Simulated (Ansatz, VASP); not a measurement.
## One calculation of SiB4, two programs

The input INCAR:

```
SYSTEM = SiB4
PREC     = Accurate       ! precision mode
ENCUT    = 520            ! plane-wave cutoff, eV
EDIFF    = 1E-6           ! SCF threshold, eV
ISMEAR   = 0              ! smearing method
SIGMA    = 0.1            ! smearing width, eV
LREAL    = .FALSE.        ! projectors in reciprocal space
LASPH    = .TRUE.         ! aspherical terms in the spheres
NELM     = 80             ! most SCF steps
ALGO     = Normal         ! electronic algorithm
ISIF     = 2              ! what is computed and relaxed
LWAVE    = .FALSE.        ! write WAVECAR
LCHARG   = .FALSE.        ! write CHGCAR
GGA      = PE             ! functional
NBANDS   = 16             ! bands
```

KPOINTS

```
Automatic mesh
0
G
  6 6 4
  0 0 0
```

POSCAR

```
SiB4
1.0
    3.3344488800      0.0000000000      0.0000000000
   -1.6672244400      2.8877174400      0.0000000000
    0.0000000000      0.0000000000      4.2279612300
Si B
1 4
Direct
    0.0000000000      0.0000000000      0.5000000000
    0.0000000000      0.0000000000      0.0000000000
    0.5008020000      0.0000000000      0.0000000000
    0.0000000000      0.5008020000      0.0000000000
    0.4991980000      0.4991980000      0.0000000000
```

Input for Ansatz:

```yaml
crystal:
  lattice:
    - [3.33444888, 0.0, 0.0]
    - [-1.66722444, 2.88771744, 0.0]
    - [0.0, 0.0, 4.22796123]
  atoms:
    - { symbol: Si, position: [0.0, 0.0, 0.5] }
    - { symbol: B, position: [0.0, 0.0, 0.0] }
    - { symbol: B, position: [0.500802, 0.0, 0.0] }
    - { symbol: B, position: [0.0, 0.500802, 0.0] }
    - { symbol: B, position: [0.499198, 0.499198, 0.0] }
basis:
  ecutwfc: 420
kpoints:
  mp_grid: { grid: [6, 6, 4] }
hamiltonian:
  xc: pbe
scf:
  occupations: { method: gaussian, width: 0.1 }
  lower_state_search: "off"
output:
  forces: true
  stress: true
  eigenvalues: true
```

Alike in both runs: task single point; functional PBE; k mesh 6 × 6 × 4; occupations gaussian, width 0.1 eV; no spin polarisation.

|  | VASP | Ansatz |
| --- | --- | --- |
| version | VASP 6.6.1 | Ansatz 0.2.0 |
| potentials or method | VASP PAW PBE potentials, release 64 (Si, B), cutoff 520 eV | scalar-relativistic, plane waves, PAW |
| valence electrons in the cell | 16 | 16 |

VASP gave:

- gap on the k mesh at the Fermi level (eV): none
- rms of the force components (eV/Å): 0.032

Problem. What did Ansatz give for the same quantities?

Solution. gap on the k mesh at the Fermi level (eV): none; rms of the force components (eV/Å): 0.031.

Atom by atom the forces differ by 0.000 eV/Å (rms over components). A gap of «none» marks a metal or a gap that the smearing closes.

The k mesh is coarse, so the values compare programs but aren't converged.
